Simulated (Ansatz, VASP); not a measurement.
**Cr3BRh: VASP beside Ansatz**

The input POSCAR:

```
Cr3BRh
1.0
    3.8768947777      0.0000000000      0.0000000000
    0.0000000000      3.8768947777      0.0000000000
    0.0000000000      0.0000000000      3.8768947777
Rh B Cr
1 1 3
Direct
    0.0000000000      0.0000000000      0.0000000000
    0.5000000000      0.5000000000      0.5000000000
    0.5000000000      0.5000000000      0.0000000000
    0.5000000000      0.0000000000      0.5000000000
    0.0000000000      0.5000000000      0.5000000000
```

INCAR.step1

```
ALGO = Normal ; EDIFF = 1E-4
ENCUT = 520 ; GGA = PE
ISMEAR = 0 ; LASPH = True
LCHARG = False ; LREAL = False
LWAVE = True ; NBANDS = 35
NELM = 100 ; PREC = Accurate
SIGMA = 0.1
```

The input INCAR.step2:

```
ALGO = Normal ; EDIFF = 1E-6
ENCUT = 520 ; ISIF = 2
ISMEAR = 0 ; ISTART = 1
LASPH = True ; LCHARG = False
LMIXTAU = True ; LREAL = False
LWAVE = False ; METAGGA = R2SCAN
NBANDS = 35 ; NELM = 100
PREC = Accurate ; SIGMA = 0.1
```

Contents of KPOINTS:

```
k-points
0
Gamma
  10 10 10
```

Input for Ansatz:

```yaml
crystal:
  lattice:
    - [3.8768947777, 0.0, 0.0]
    - [0.0, 3.8768947777, 0.0]
    - [0.0, 0.0, 3.8768947777]
  atoms:
    - { symbol: Rh, position: [0.0, 0.0, 0.0] }
    - { symbol: B, position: [0.5, 0.5, 0.5] }
    - { symbol: Cr, position: [0.5, 0.5, 0.0] }
    - { symbol: Cr, position: [0.5, 0.0, 0.5] }
    - { symbol: Cr, position: [0.0, 0.5, 0.5] }
basis:
  ecutwfc: 500
kpoints:
  mp_grid: { grid: [10, 10, 10] }
hamiltonian:
  xc: r2scan
scf:
  occupations: { method: gaussian, width: 0.1 }
  lower_state_search: "off"
output:
  forces: true
  stress: true
  eigenvalues: true
```

Alike in both runs: task single point; functional r2SCAN; k mesh 10 × 10 × 10; occupations gaussian, width 0.1 eV; no spin polarisation.

```csv
,VASP,Ansatz
version,VASP 6.6.1,Ansatz 0.2.0
potentials or method,"VASP PAW PBE potentials, release 64 (Rh_pv, B, Cr_pv), cutoff 520 eV","scalar-relativistic, plane waves, PAW"
valence electrons in the cell,54,62
```

VASP gave:

```
gap on the k mesh at the Fermi level (eV) : none
pressure (GPa)                            : -4.6
```

**Question.** What did Ansatz give for the same quantities?

**Answer.** gap on the k mesh at the Fermi level (eV): none; pressure (GPa): -5.2.

VASP's potentials were made for PBE, not for r2SCAN. A gap of «none» marks a metal or a gap that the smearing closes. VASP's potentials hold 54 valence electrons a cell and Ansatz's 62, so a difference there can come from the potentials and not from the codes.
